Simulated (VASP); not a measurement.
Input of a VASP 6.6.1 run:

Contents of INCAR:

```
  ALGO = Normal
  EDIFF = 1E-6
  ENCUT = 520
  GGA = PS
  ISIF = 2
  ISMEAR = 0
  LASPH = True
  LCHARG = True
  LELF = True
  LREAL = False
  LVHAR = True
  LWAVE = False
  NBANDS = 65
  NELECT = 102.0
  NELM = 60
  PREC = Accurate
  SIGMA = 0.05
```

File KPOINTS:

```
k-points
0
Gamma
  4 4 4
```

Contents of POSCAR:

```
Hf5O9
1.0
    0.0000000000      0.0000000000      5.0445920065
    5.0445920065     -2.5222960033      2.5222960033
    2.5222960033      5.0445920065      2.5222960033
Hf O
5 9
Direct
    0.8000000000      0.6000000000      0.8000000000
    1.0000000000      1.0000000000      0.0000000000
    0.2000000000      0.4000000000      0.2000000000
    0.4000000000      0.8000000000      0.4000000000
    0.6000000000      0.2000000000      0.6000000000
    0.2500000000      0.5000000000      0.5000000000
    0.4500000000      0.9000000000      0.7000000000
    0.6500000000      0.3000000000      0.9000000000
    0.8500000000      0.7000000000      0.1000000000
    0.1500000000      0.3000000000      0.9000000000
    0.3500000000      0.7000000000      0.1000000000
    0.4547348130      0.0603535827      0.2801767913
    0.7500000000      0.5000000000      0.5000000000
    0.9500000000      0.9000000000      0.7000000000
```

Potentials or basis: VASP PAW PBE potentials, release 64 (Hf_pv, O).

Run with:

```bash
$ cat potpaw_PBE.64/Hf_pv/POTCAR potpaw_PBE.64/O/POTCAR > POTCAR
$ mpirun -np 1 vasp_std > vasp.out
```

(1) Estimate the largest force.

Results:

(1) 10.661 eV/Å.

Caveat: the cell carries a net charge on a neutralising background, which shifts energy and pressure; the cell differs from its parent crystal (atoms taken out, atom 12 moved 0.250 of the way to it and -0.250 Å across, host rigid); the PAW data sets were made with another functional, which shifts forces and pressure a little.
